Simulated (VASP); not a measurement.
# Hg (I4/mmm) in VASP: a series of runs

Runs on Hg. Level: PBEsol. Tasks: single point.

All numbers are computed with VASP 6.6.1; they aren't measurements. Logs are shortened: lines on timing, memory, paths and dates and some standing lists are left out, and cuts for length are marked.

**1. The cell of the first run**

Symmetry: I4/mmm, No. 139, tetragonal system. Conventional cell: a = 3.781 Å, b = 3.781 Å, c = 3.242 Å, α = 90.00°, β = 90.00°, γ = 90.00°. Within 4.1 Å of Hg (site symmetry 4/mmm) lie 14 Hg at 3.13 to 3.78 Å.

**2. Single point, PBEsol (strain along c alone, the other axes held: -3.0 %)**

INCAR reads:

```
SYSTEM = Hg
ALGO = Fast ; EDIFF = 1E-7
ENCUT = 520 ; GGA = PS
ISIF = 2 ; ISMEAR = 0
LASPH = .TRUE. ; LCHARG = .FALSE.
LREAL = .FALSE. ; LWAVE = .FALSE.
NBANDS = 19 ; NELM = 60
PREC = Accurate ; SIGMA = 0.1
```

KPOINTS reads:

```
k-points
0
G
  12 12 12
  0 0 0
```

POSCAR reads:

```
Hg
1.0
    3.7807521512      0.0000000000      0.0000000000
    0.0000000000      3.7807521512      0.0000000000
    0.0000000000      0.0000000000      3.2424763827
Hg
2
Direct
    0.0000000000      0.0000000000      0.0000000000
    0.5000000000      0.5000000000      0.5000000000
```

Potentials or basis: VASP PAW PBE potentials, release 64 (Hg).

Launch:

```bash
$ cat potpaw_PBE.64/Hg/POTCAR > POTCAR
$ mpirun -np 1 vasp_std > vasp.out
```

OUTCAR:

```text
SYSTEM = Hg
   EDIFF = 1E-7
   ENCUT = 520
   GGA = PS
   ISIF = 2
   ISMEAR = 0
   LASPH = .TRUE.
   LREAL = .FALSE.
   NELM = 60
   PREC = Accurate

 ion  position               nearest neighbor table
   1  0.000  0.000  0.000-   2 3.13   2 3.13   2 3.13   2 3.13   2 3.13   2 3.13   2 3.13   2 3.13

   2  0.500  0.500  0.500-   1 3.13   1 3.13   1 3.13   1 3.13   1 3.13   1 3.13   1 3.13   1 3.13

  LATTYP: Found a simple tetragonal cell.
 ALAT       =     3.7807521512
 C/A-ratio  =     0.8576273326

  Lattice vectors:

 A1 = (   3.7807521512,   0.0000000000,   0.0000000000)
 A2 = (   0.0000000000,   3.7807521512,   0.0000000000)
 A3 = (   0.0000000000,   0.0000000000,   3.2424763827)

Analysis of symmetry for initial positions (statically):
=====================================================================
 Subroutine PRICEL returns following result:

  LATTYP: Found a body centered tetragonal cell.
 ALAT       =     3.7807521512
 C/A-ratio  =     0.8576273326

  Lattice vectors:

 A1 = (  -1.8903760756,  -1.8903760756,  -1.6212381914)
 A2 = (   1.8903760756,   1.8903760756,  -1.6212381914)
 A3 = (   1.8903760756,  -1.8903760756,   1.6212381914)

   2 primitive cells build up your supercell.

 Routine SETGRP: Setting up the symmetry group for a
 simple tetragonal supercell.

 Subroutine GETGRP returns: Found 16 space group operations
 (whereof 16 operations were pure point group operations)
 out of a pool of 16 trial point group operations.

The static configuration has the point symmetry D_4h.

Analysis of symmetry for dynamics (positions and initial velocities):
=====================================================================
 Subroutine PRICEL returns following result:

  LATTYP: Found a body centered tetragonal cell.
 ALAT       =     3.7807521512
 C/A-ratio  =     0.8576273326

  Lattice vectors:

 A1 = (  -1.8903760756,  -1.8903760756,  -1.6212381914)
 A2 = (   1.8903760756,   1.8903760756,  -1.6212381914)
 A3 = (   1.8903760756,  -1.8903760756,   1.6212381914)

   2 primitive cells build up your supercell.

 Routine SETGRP: Setting up the symmetry group for a
 simple tetragonal supercell.

 Subroutine GETGRP returns: Found 16 space group operations
 (whereof 16 operations were pure point group operations)
 out of a pool of 16 trial point group operations.

The dynamic configuration has the point symmetry D_4h.

 Subroutine INISYM returns: Found 16 space group operations
 (whereof 16 operations are pure point group operations),
 and found     2 'primitive' translations

----------------------------------------------------------------------------------------

                                     Primitive cell

  volume of cell :      23.1741

  direct lattice vectors                    reciprocal lattice vectors
    -1.890376076 -1.890376076 -1.621238191     0.000000000 -0.264497634 -0.308406256
     1.890376076  1.890376076 -1.621238191     0.264497634  0.000000000 -0.308406256
     1.890376076 -1.890376076  1.621238191     0.264497634 -0.264497634  0.000000000

  length of vectors
     3.126572674  3.126572674  3.126572674     0.406292280  0.406292280  0.374056142

  position of ions in fractional coordinates (direct lattice)
     0.000000000  0.000000000  0.000000000

  ion indices of the primitive-cell ions
   primitive index   ion index
                 1           1

----------------------------------------------------------------------------------------

 KPOINTS: k-points

Automatic generation of k-mesh.
 Grid dimensions read from file:
 generate k-points for:   12   12   12

 Generating k-lattice:

  Cartesian coordinates                     Fractional coordinates (reciprocal lattice)
     0.022041470  0.000000000  0.000000000     0.083333333  0.000000000  0.000000000
     0.000000000  0.022041470  0.000000000     0.000000000  0.083333333  0.000000000
     0.000000000  0.000000000  0.025700521     0.000000000  0.000000000  0.083333333

  Length of vectors
     0.022041470  0.022041470  0.025700521

  Shift w.r.t. Gamma in fractional coordinates (k-lattice)
     0.000000000  0.000000000  0.000000000

 Subroutine IBZKPT returns following result:
 ===========================================

 Found    196 irreducible k-points:

 Following reciprocal coordinates:
            Coordinates               Weight
  0.000000  0.000000  0.000000      1.000000
  0.083333  0.000000  0.000000      4.000000
  0.166667  0.000000  0.000000      4.000000
  0.250000  0.000000  0.000000      4.000000
  0.333333  0.000000  0.000000      4.000000
  0.416667  0.000000  0.000000      4.000000
[... 16 lines left out ...]
  0.333333  0.333333  0.000000      4.000000
  0.416667  0.333333  0.000000      8.000000
 [... further k-points ...]
   k-points           NKPTS =    196   k-points in BZ     NKDIM =    196   number of bands    NBANDS=     19
   number of dos      NEDOS =    301   number of ions     NIONS =      2
   total plane-waves  NPLWV =  18816
   dimension x,y,z NGX =    28 NGY =   28 NGZ =   24
   dimension x,y,z NGXF=    56 NGYF=   56 NGZF=   48
   ions per type =               2
   NGX,Y,Z   is equivalent  to a cutoff of  12.31, 12.31, 12.31 a.u.
   NGXF,Y,Z  is equivalent  to a cutoff of  24.62, 24.62, 24.61 a.u.
 SYSTEM =  Hg
   PREC   = accura    normal or accurate (medium, high low for compatibility)
   ISTART =      0    job   : 0-new  1-cont  2-samecut
   ICHARG =      2    charge: 1-file 2-atom 10-const
   ISPIN  =      1    spin polarized calculation?
   LNONCOLLINEAR =      F non collinear calculations
   LSORBIT =      F    spin-orbit coupling
   LASPH  =      T    aspherical Exc in radial PAW
   ENCUT  =  520.0 eV  38.22 Ry    6.18 a.u.   7.03  7.03  6.03*2*pi/ulx,y,z
   NELM   =     60;   NELMIN=  2; NELMDL= -5     # of ELM steps
   EDIFF  = 0.1E-06   stopping-criterion for ELM
   LREAL  =      F    real-space projection
   EDIFFG = 0.1E-05   stopping-criterion for IOM
   NSW    =      0    number of steps for IOM
   IBRION =     -1    ionic relax: 0-MD 1-quasi-New 2-CG
   NFREE  =      0    steps in history (QN), initial steepest desc. (CG)
   ISIF   =      2    stress and relaxation
   ISYM   =      2    0-nonsym 1-usesym 2-fastsym
   POTIM  = 0.5000    time-step for ionic-motion
   TEBEG  =    0.0;   TEEND  =   0.0 temperature during run
   PSTRESS=    0.0 pullay stress
   NELECT =      24.0000    total number of electrons
   NUPDOWN=      -1.0000    fix difference up-down
   EMIN   =  10.00;   EMAX   =-10.00  energy-range for DOS
   EFERMI =   0.00;   METHOD = LEGACY
   ISMEAR =     0;   SIGMA  =   0.10  broadening in eV -4-tet -1-fermi 0-gaus
   EFERMI_NEDOS =   21; number of points for ismear=-14 and -15
   IALGO  =     68    algorithm
   IMIX   =      4    mixing-type and parameters
     AMIX     =   0.40;   BMIX     =  1.00
     AMIX_MAG =   1.60;   BMIX_MAG =  1.00
  volume/ion in A,a.u.               =      23.17       156.39
  Fermi-wavevector in a.u.,A,eV,Ry     =   1.314622  2.484275 23.514003  1.728230
  Thomas-Fermi vector in A             =   2.444862
   LORBIT       =      0    0 simple, 1 ext, 2 COOP (PROOUT), +10 PAW based schemes
   GGA     = PS    functional components
   LHFCALC =     F    Hartree Fock is set to
   AEXX    =    0.0000 exact exchange contribution
   IVDW    =     0    specifies the selected vdW correction
   LEPSILON=     F    determine dielectric tensor
   LRPA    =     F    only Hartree local field effects (RPA)
 non-spin polarized calculation
 RMM-DIIS sequential band-by-band and
 Gauss-broadening in eV      SIGMA  =   0.10
  energy-cutoff  :      520.00
  volume of cell :       46.35
 maximum number of plane-waves:      1266
   NGX = 15   NGY = 15   NGZ = 13

 number of electron      24.0000005 magnetization

 Free energy of the ion-electron system (eV)
  ---------------------------------------------------
  ext. energy  EPLUGINS =         0.00000000
  ---------------------------------------------------
  free energy    TOTEN  =        -1.10081532 eV

  energy without entropy =       -1.09814944  energy(sigma->0) =       -1.09948238

 E-fermi :   2.5689     XC(G=0): -11.1466

 val. band max:        2.5562771996   @ k =   0.1667   0.0833   0.0833
 cond. band min:       2.6465825264   @ k =   0.1667   0.1667   0.1667
 fundamental gap:      0.0903053268
 Fermi energy:         2.5688592612

 k-point     1 :       0.0000    0.0000    0.0000
  band No.  band energies     occupation
      1      -6.5551      2.00000
      2      -5.3012      2.00000
      3      -5.1887      2.00000
      4      -4.7215      2.00000
      5      -4.2042      2.00000
      6      -4.2042      2.00000
[... 11 lines left out ...]
     18      16.1603      0.00000
     19      16.1603      0.00000

 k-point     2 :       0.0833    0.0000    0.0000
  band No.  band energies     occupation
      1      -6.4698      2.00000
      2      -5.2789      2.00000
      3      -5.1516      2.00000
      4      -4.7068      2.00000
      5      -4.1945      2.00000
      6      -4.1854      2.00000
[... 11 lines left out ...]
     18      15.6905      0.00000
     19      15.8645      0.00000

 k-point     3 :       0.1667    0.0000    0.0000
  band No.  band energies     occupation
      1      -6.2187      2.00000
      2      -5.2145      2.00000
      3      -5.0451      2.00000
      4      -4.6616      2.00000
      5      -4.1646      2.00000
      6      -4.1300      2.00000
[... 11 lines left out ...]
     18      15.0318      0.00000
     19      15.0616      0.00000

 k-point     4 :       0.2500    0.0000    0.0000
  band No.  band energies     occupation
      1      -5.8209      2.00000
      2      -5.1140      2.00000
      3      -4.8843      2.00000
      4      -4.5829      2.00000
      5      -4.1121      2.00000
      6      -4.0551      2.00000
[... 407 lines left out ...]
     18      14.9495      0.00000
     19      16.6989      0.00000

 k-point    23 :       0.3333    0.3333    0.0000
  band No.  band energies     occupation
      1      -5.4002      2.00000
      2      -5.1429      2.00000
      3      -4.4389      2.00000
      4      -4.1888      2.00000
      5      -4.1459      2.00000
      6      -4.0469      2.00000
[... 11 lines left out ...]
     18      15.7185      0.00000
     19      17.4712      0.00000

 k-point    24 :       0.4167    0.3333    0.0000
  band No.  band energies     occupation
      1      -5.3779      2.00000
      2      -5.2369      2.00000
      3      -4.4493      2.00000
      4      -4.3218      2.00000
      5      -4.0557      2.00000
      6      -4.0443      2.00000
[... 11 lines left out ...]
     18      15.2866      0.00000
     19      17.9871      0.00000

 [... further k-points ...]

------------------------ aborting loop because EDIFF is reached ----------------------------------------

  FORCE on cell =-STRESS in cart. coord.  units (eV):
  Direction    XX          YY          ZZ          XY          YZ          ZX
  --------------------------------------------------------------------------------------
  -------------------------------------------------------------------------------------
  Total        0.3791072      0.3791072      0.5628048      0.0000000     -0.0000000      0.0000000
  in kB       13.1050700     13.1050700     19.4551757      0.0000000     -0.0000000      0.0000000
  external PRESSURE =      15.2217719 kB  Pullay stress =       0.0000000 kB

 VOLUME and BASIS-vectors are now :
 -----------------------------------------------------------------------------
  energy-cutoff  :      520.00
  volume of cell :       46.35
      direct lattice vectors                 reciprocal lattice vectors
     3.780752151  0.000000000  0.000000000     0.264497634  0.000000000  0.000000000
     0.000000000  3.780752151  0.000000000     0.000000000  0.264497634  0.000000000
     0.000000000  0.000000000  3.242476383     0.000000000  0.000000000  0.308406256

 POSITION                                       TOTAL-FORCE (eV/Angst)
 -----------------------------------------------------------------------------------
      0.00000      0.00000      0.00000         0.000000      0.000000      0.000000
      1.89038      1.89038      1.62124        -0.000000     -0.000000     -0.000000
 -----------------------------------------------------------------------------------
    total drift:                                0.000000      0.000000      0.000000

  FREE ENERGIE OF THE ION-ELECTRON SYSTEM (eV)
  ---------------------------------------------------
  free  energy   TOTEN  =        -1.1008153203 eV

  energy  without entropy=       -1.0981494369  energy(sigma->0) =       -1.09948238
```

It took 86 s on 1 thread of Intel Xeon 6975P-C, shared host; peak memory 0.25 GiB.

What came out:

* Free energy: -1.1008 eV
* Pressure: 1.5 GPa
* Band gap on the k mesh: zero (band 12 reaches 5.38 eV, above the bottom of band 13 at 0.82 eV)

Levels at points of the mesh, in eV from the Fermi level:
```tsv
k point	band 10	band 11	band 12	band 13	band 14	band 15
(0.00, 0.00, 0.00)	-5.60	-5.46	2.81	2.81	2.92	6.70
(0.50, 0.00, 0.00)	-6.21	-5.17	-5.17	7.36	7.36	7.81
(0.50, 0.50, 0.00)	-5.46	-1.77	-1.77	-1.75	-1.75	11.92
(0.00, 0.00, 0.50)	-6.38	-3.80	-3.80	6.91	6.91	8.56
(0.50, 0.00, 0.50)	-5.43	-1.11	-1.11	-0.57	-0.57	8.97
(0.50, 0.50, 0.50)	-5.84	-0.31	-0.31	2.93	2.93	4.03
```

Caveat: the cell differs from its parent crystal (strain along c alone, the other axes held: -3.0 %); the PAW data sets were made with another functional, which shifts forces and pressure a little; spin-orbit coupling is left out, which moves the levels of the heavy elements.

**3. Single point, PBEsol (strain along c alone, the other axes held: -2.0 %)**

INCAR reads:

```
  PREC = Accurate
  ENCUT = 520
  EDIFF = 1E-7
  ISMEAR = 0
  SIGMA = 0.1
  LREAL = F
  LASPH = T
  NELM = 100
  ALGO = Fast
  ISIF = 2
  LWAVE = F
  LCHARG = T
  GGA = PS
  LELF = T
  LVHAR = T
  NBANDS = 19
```

KPOINTS reads:

```
Automatic mesh
0
Gamma
  12 12 12
```

POSCAR: that of step 2 with these lines changed.

```diff
@@ -4,3 +4,3 @@
     0.0000000000      3.7807521512      0.0000000000
-    0.0000000000      0.0000000000      3.2424763827
+    0.0000000000      0.0000000000      3.2759039743
 Hg
```

Potentials or basis: VASP PAW PBE potentials, release 64 (Hg).

Launch:

```bash
$ cat potpaw_PBE.64/Hg/POTCAR > POTCAR
$ mpirun -np 1 vasp_std > vasp.out
```

OUTCAR:

```text
PREC = Accurate
   ENCUT = 520
   EDIFF = 1E-7
   ISMEAR = 0
   LREAL = F
   LASPH = T
   NELM = 100
   ISIF = 2
   GGA = PS

 ion  position               nearest neighbor table
   1  0.000  0.000  0.000-   2 3.14   2 3.14   2 3.14   2 3.14   2 3.14   2 3.14   2 3.14   2 3.14

   2  0.500  0.500  0.500-   1 3.14   1 3.14   1 3.14   1 3.14   1 3.14   1 3.14   1 3.14   1 3.14

  LATTYP: Found a simple tetragonal cell.
 ALAT       =     3.7807521512
 C/A-ratio  =     0.8664688515

  Lattice vectors:

 A1 = (   3.7807521512,   0.0000000000,   0.0000000000)
 A2 = (   0.0000000000,   3.7807521512,   0.0000000000)
 A3 = (   0.0000000000,   0.0000000000,   3.2759039743)

Analysis of symmetry for initial positions (statically):
=====================================================================
 Subroutine PRICEL returns following result:

  LATTYP: Found a body centered tetragonal cell.
 ALAT       =     3.7807521512
 C/A-ratio  =     0.8664688515

  Lattice vectors:

 A1 = (  -1.8903760756,  -1.8903760756,  -1.6379519872)
[... 180 lines left out ...]
  free energy    TOTEN  =        -1.10605383 eV

  energy without entropy =       -1.10386016  energy(sigma->0) =       -1.10495700

 E-fermi :   2.5092     XC(G=0): -11.0908

 val. band max:        2.5019359138   @ k =   0.5000   0.4167   0.1667
 cond. band min:       2.5163943798   @ k =   0.1667   0.0833   0.0833
 fundamental gap:      0.0144584660
 Fermi energy:         2.5091923586

 k-point     1 :       0.0000    0.0000    0.0000
  band No.  band energies     occupation
      1      -6.5506      2.00000
      2      -5.3159      2.00000
      3      -5.2185      2.00000
      4      -4.7461      2.00000
      5      -4.2758      2.00000
      6      -4.2758      2.00000
[... 505 lines left out ...]
      6      -4.0678      2.00000
[... 11 lines left out ...]
     18      15.0142      0.00000
     19      17.9598      0.00000

 [... further k-points ...]

------------------------ aborting loop because EDIFF is reached ----------------------------------------

  FORCE on cell =-STRESS in cart. coord.  units (eV):
  Direction    XX          YY          ZZ          XY          YZ          ZX
  --------------------------------------------------------------------------------------
  -------------------------------------------------------------------------------------
  Total        0.2755040      0.2755040      0.3853517      0.0000000      0.0000000      0.0000000
  in kB        9.4265111      9.4265111     13.1850031      0.0000000      0.0000000      0.0000000
  external PRESSURE =      10.6793418 kB  Pullay stress =       0.0000000 kB

 VOLUME and BASIS-vectors are now :
 -----------------------------------------------------------------------------
  energy-cutoff  :      520.00
  volume of cell :       46.83
      direct lattice vectors                 reciprocal lattice vectors
     3.780752151  0.000000000  0.000000000     0.264497634  0.000000000  0.000000000
     0.000000000  3.780752151  0.000000000     0.000000000  0.264497634  0.000000000
     0.000000000  0.000000000  3.275903974     0.000000000  0.000000000  0.305259253

 POSITION                                       TOTAL-FORCE (eV/Angst)
 -----------------------------------------------------------------------------------
      0.00000      0.00000      0.00000        -0.000000     -0.000000     -0.000000
      1.89038      1.89038      1.63795         0.000000      0.000000      0.000000
 -----------------------------------------------------------------------------------
    total drift:                               -0.000000      0.000000      0.000000

  FREE ENERGIE OF THE ION-ELECTRON SYSTEM (eV)
  ---------------------------------------------------
  free  energy   TOTEN  =        -1.1060538294 eV

  energy  without entropy=       -1.1038601620  energy(sigma->0) =       -1.10495700
```

stdout:

```text
POSCAR found type information on POSCAR Hg
 POSCAR found :  1 types and       2 ions
 scaLAPACK will be used
 -----------------------------------------------------------------------------
|                                                                             |
|                                                                             |
|     You enforced a specific xc type in the INCAR file but a different       |
|     I HOPE YOU KNOW WHAT YOU ARE DOING!                                     |
|                                                                             |
 -----------------------------------------------------------------------------

 LDA part: xc-table for (Slater+PW92), standard interpolation
 POSCAR, INCAR and KPOINTS ok, starting setup
 FFT: planning ... GRIDC
 FFT: planning ... GRID_SOFT
 FFT: planning ... GRID
 WAVECAR not read
 entering main loop
```

It took 85 s on 1 thread of Intel Xeon 6975P-C, shared host; peak memory 0.26 GiB.

Results:

```
Free energy            : -1.1061 eV
Pressure               : 1.1 GPa
Band gap on the k mesh : zero (band 12 reaches 5.37 eV, above the bottom of band 13 at 0.79 eV)
```

Caveat: the cell differs from its parent crystal (strain along c alone, the other axes held: -2.0 %); the PAW data sets were made with another functional, which shifts forces and pressure a little; spin-orbit coupling is left out, which moves the levels of the heavy elements.

(Continued in part 2 of 2.)
